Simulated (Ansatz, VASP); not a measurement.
# Ge in VASP and in Ansatz

Contents of INCAR:

```
ALGO = Normal
EDIFF = 1E-6
ENCUT = 520
GGA = PS
ISIF = 2
ISMEAR = -1
LASPH = True
LCHARG = True
LELF = True
LREAL = False
LVHAR = True
LWAVE = False
NBANDS = 21
NELM = 60
PREC = Accurate
SIGMA = 0.05
```

KPOINTS

```
k-points
0
Gamma
  9 9 9
```

The input POSCAR:

```
Ge
1.0
    0.0000000000      2.7648686527      2.7648686527
    2.7648686527      0.0000000000      2.7648686527
    2.7648686527      2.7648686527      0.0000000000
Ge
2
Direct
    0.5000000000      0.5000000000      0.5000000000
    0.7500000000      0.7500000000      0.7500000000
```

Input for Ansatz:

```yaml
crystal:
  lattice:
    - [0.0, 2.7648686534, 2.7648686534]
    - [2.7648686534, 0.0, 2.7648686534]
    - [2.7648686534, 2.7648686534, 0.0]
  atoms:
    - { symbol: Ge, position: [0.5, 0.5, 0.5] }
    - { symbol: Ge, position: [0.75, 0.75, 0.75] }
hamiltonian:
  xc: pbesol
  pseudopotentials:
    kind: paw
    azcp:
      Ge: "pseudopotentials/Ge.paw.azcp"
basis:
  ecutwfc: 420
  fft_grid_basis: typed
kpoints:
  mp_grid: { grid: [9, 9, 9], shift: [0, 0, 0] }
magnetization:
  spin_polarized: false
scf:
  occupations: { method: fermi_dirac, width: 0.05 }
output:
  stress: true
```

Alike in both runs: task single point; functional PBEsol; k mesh 9 × 9 × 9; occupations fermi-dirac, width 0.05 eV; no spin polarisation.

```csv
,VASP,Ansatz
version,VASP 6.6.1,Ansatz 0.2.0
potentials or method,"VASP PAW PBE potentials, release 64 (Ge_d), cutoff 520 eV","plane waves (420 eV) with PAW, scalar-relativistic"
valence electrons in the cell,28,28
```

Ansatz gave:

- pressure (GPa): 6.3

What did VASP give for the same quantities?

Pressure (GPa): 6.2.

VASP's potentials were made for PBE, not for PBEsol, and Ansatz warns of the same on its side.
